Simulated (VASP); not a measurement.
Here is a VASP 6.6.1 calculation.

The input INCAR:

```
ALGO = Normal
EDIFF = 1E-6
ENCUT = 520
GGA = PE
ISIF = 2
ISMEAR = 0
LASPH = True
LCHARG = False
LREAL = False
LWAVE = False
NBANDS = 16
NELM = 100
PREC = Accurate
SIGMA = 0.05
```

KPOINTS

```
k-points
0
Gamma
  10 10 10
```

File POSCAR:

```
Si
1.0
   -3.7721450771      3.7721450771      1.9304179815
    3.7721450771     -3.7721450771      1.9304179815
    3.4208588393      3.4208588393     -1.9304179815
Si
4
Direct
    0.1786105079      0.1786105079      0.3572210158
    0.8213894921      0.8213894921      0.6427789842
    0.1786105079      0.8213894921      0.0000000000
    0.8213894921      0.1786105079      0.0000000000
```

Potentials or basis: VASP PAW PBE potentials, release 64 (Si).

Command:

```bash
$ cat potpaw_PBE.64/Si/POTCAR > POTCAR
$ mpirun -np 1 vasp_std > vasp.out
```

Question: Estimate the band gap on the k mesh.

Answer: Zero (bands 8 and 9 overlap by 0.24 eV).

Question: What does it give for the largest force?

Answer: 0.709 eV/Å.

Question: Predict the pressure.

Answer: -8.2 GPa.

Forces on the atoms (eV/Å):
```
Si  -0.501 -0.501  0.000
Si   0.501  0.501  0.000
Si   0.163 -0.163  0.000
Si  -0.163  0.163  0.000
```

Caveat: the stress differs along the axes, from -11 to -2 GPa; semilocal functionals underestimate gaps, and a narrow one can read as zero.
